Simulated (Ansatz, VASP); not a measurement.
# Two plane-wave programs on NaI

The input INCAR:

```
ALGO     = Normal         # electronic algorithm
EDIFF    = 1E-6           # SCF threshold, eV
ENCUT    = 520            # plane-wave cutoff, eV
GGA      = PS             # functional
ISIF     = 2              # what is computed and relaxed
ISMEAR   = 0              # smearing method
LASPH    = True           # aspherical terms in the spheres
LCHARG   = False          # write CHGCAR
LREAL    = False          # projectors in reciprocal space
LWAVE    = False          # write WAVECAR
NBANDS   = 14             # bands
NELM     = 60             # most SCF steps
PREC     = Accurate       # precision mode
SIGMA    = 0.05           # smearing width, eV
```

Contents of KPOINTS:

```
k-points
0
Gamma
  6 6 6
```

The input POSCAR:

```
NaI
1.0
    0.0000000000      3.2849460000      3.1878540000
    3.2849460000      0.0000000000      3.1878540000
    3.2849460000      3.2849460000      0.0000000000
Na I
1 1
Direct
    0.0000000000      0.0000000000      0.0000000000
    0.5000000000      0.5000000000      0.5000000000
```

Input for Ansatz:

```yaml
crystal:
  lattice:
    - [0.0, 3.284946, 3.187854]
    - [3.284946, 0.0, 3.187854]
    - [3.284946, 3.284946, 0.0]
  atoms:
    - { symbol: Na, position: [0.0, 0.0, 0.0] }
    - { symbol: I, position: [0.5, 0.5, 0.5] }
basis:
  ecutwfc: 420
kpoints:
  mp_grid: { grid: [6, 6, 6] }
hamiltonian:
  xc: pbesol
scf:
  occupations: { method: gaussian, width: 0.05 }
output:
  forces: true
  stress: true
  eigenvalues: true
```

Change from the starting cell: strain +0.015 along x and y, -0.015 along z, atoms carried along.

Alike in both runs: task single point; functional PBEsol; k mesh 6 × 6 × 6; occupations gaussian, width 0.05 eV; no spin polarisation.

```csv
,VASP,Ansatz
version,VASP 6.6.1,Ansatz 0.2.0
potentials or method,"VASP PAW PBE potentials, release 64 (Na_pv, I), cutoff 520 eV","scalar-relativistic, plane waves, PAW"
valence electrons in the cell,14,26
```

Ansatz gave:

```
gap on the k mesh at the Fermi level (eV)                     : 3.46
least direct gap on the mesh (eV)                             : 3.46
pressure (GPa)                                                : -0.7
traceless stress, the component that is largest in VASP (GPa) : 0.45
```

**Question.** Which values does VASP return?

**Answer.** gap on the k mesh at the Fermi level (eV): 3.46; least direct gap on the mesh (eV): 3.46; pressure (GPa): -0.6; traceless stress, the component that is largest in VASP (GPa): 0.46.

VASP's potentials were made for PBE, not for PBEsol. VASP's potentials hold 14 valence electrons a cell and Ansatz's 26, so a difference there can come from the potentials and not from the codes.

Spin-orbit coupling is off throughout.
